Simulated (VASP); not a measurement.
Set up this calculation in VASP 6.6.1, as the native input.

| Property | Result |
| --- | --- |
| Task | single point |
| Functional | r2SCAN |
| Potentials or basis | VASP PAW PBE potentials, release 64 (Na_pv, H) |
| Cutoff | 520 eV |
| k mesh | 12 × 12 × 6 |
| Occupations | gaussian, width 0.01 eV |
| Spin | no spin polarisation |
| Dipole correction | no |
| Further INCAR settings | ALGO = Normal; EDIFF = 1e-07; NBANDS = 16 |

The system is NaH.

```
CELL_PARAMETERS angstrom
3.95331 0.00000 0.00000
-1.97665 3.42366 0.00000
0.00000 0.00000 4.82832
ATOMIC_POSITIONS crystal
Na 0.33333 0.66667 0.25000
Na 0.66667 0.33333 0.75000
H 0.66667 0.33333 0.25000
H 0.33333 0.66667 0.75000
```

One way to write it, as run:

POSCAR

```
NaH
1.0
    3.9533072841      0.0000000000      0.0000000000
   -1.9766536420      3.4236645370      0.0000000000
    0.0000000000      0.0000000000      4.8283237770
Na H
2 2
Direct
    0.3333333333      0.6666666667      0.2500000000
    0.6666666667      0.3333333333      0.7500000000
    0.6666666667      0.3333333333      0.2500000000
    0.3333333333      0.6666666667      0.7500000000
```

INCAR.step1

```
SYSTEM = NaH
PREC = Accurate
ENCUT = 520
ISMEAR = 0
SIGMA = 0.01
LREAL = .False.
LASPH = .True.
NELM = 100
NBANDS = 16
GGA = PE
ALGO = Normal
EDIFF = 1E-4
LWAVE = .True.
LCHARG = .False.
```

INCAR.step2

```
SYSTEM = NaH
PREC = Accurate
ENCUT = 520
EDIFF = 1E-7
ISMEAR = 0
SIGMA = 0.01
LREAL = .False.
LASPH = .True.
NELM = 100
ALGO = Normal
ISIF = 2
LWAVE = .False.
LCHARG = .False.
METAGGA = R2SCAN
LMIXTAU = .True.
NBANDS = 16
ISTART = 1
```

KPOINTS

```
regular mesh
0
Gamma
  12 12 6
  0 0 0
```

Potentials or basis: VASP PAW PBE potentials, release 64 (Na_pv, H).

Command:

```console
$ cat potpaw_PBE.64/Na_pv/POTCAR potpaw_PBE.64/H/POTCAR > POTCAR
$ cp INCAR.step1 INCAR
$ mpirun -np 1 vasp_std > vasp.out
$ cp INCAR.step2 INCAR
$ mpirun -np 1 vasp_std > vasp.out
```

It gave:

```
Pressure               : -0.2 GPa
Band gap on the k mesh : 3.68 eV (least direct gap 4.45 eV)
```

Caveat: the PAW data sets were made with another functional, which shifts forces and pressure a little.

Wall time 7.2 min on 1 thread of AMD EPYC 7R13 (shared host), peak memory 0.18 GiB.
